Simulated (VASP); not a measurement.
Runs of VASP 6.6.1 on ZrC. The structure is that of space group Fm-3m (No. 225), or close to it. The cells are those of the table. 

```csv
task,cell,gap on the mesh (eV),pressure (GPa)
single point,"a = 3.256 Å, angles 60.0°, 2 atoms",none,11.1
electric field gradients,"a = 3.374 Å, angles 58.0°, 2 atoms",none,(a)
electric field gradients,"a = 3.256 Å, angles 60.0°, 2 atoms",none,11.1
electric field gradients,"a = 3.335 Å, angles 60.0°, 2 atoms",none,-6.4
electric field gradients,"a = 3.340, b = 3.340, c = 3.357 Å, angles 59.8, 59.8, 60.3°, 2 atoms",none,-8.4
single point,"a = 3.357 Å, angles 60.0°, 2 atoms",none,-10.3
single point,"a = 3.340, b = 3.340, c = 3.357 Å, angles 59.8, 59.8, 60.3°, 2 atoms",none,-8.4
electric field gradients,"a = 3.301 Å, angles 60.0°, 2 atoms",none,0.4
electric field gradients,"a = 3.340 Å, angles 59.3°, 2 atoms",none,-4.2
electric field gradients,"a = 3.367 Å, angles 60.0°, 2 atoms",none,(b)
single point,"a = 3.389 Å, angles 60.0°, 2 atoms",none,-15.5
```

Alike in all rows: level PBEsol; potentials or basis VASP PAW PBE potentials, release 64 (Zr_sv, C); no spin polarisation; k mesh 15 × 15 × 15; cutoff (eV) 520; smearing fermi-dirac 0.05 eV.

**Question.** Estimate the missing entries.

**Answer.** (a) -4.1; (b) -12.1.

Caveats: the PAW data sets were made with another functional, which shifts forces and pressure a little.

A k mesh can miss the band edges, and the runs leave out spin-orbit coupling on Zr.

A gap of «none» marks levels without a gap at the run's occupations.
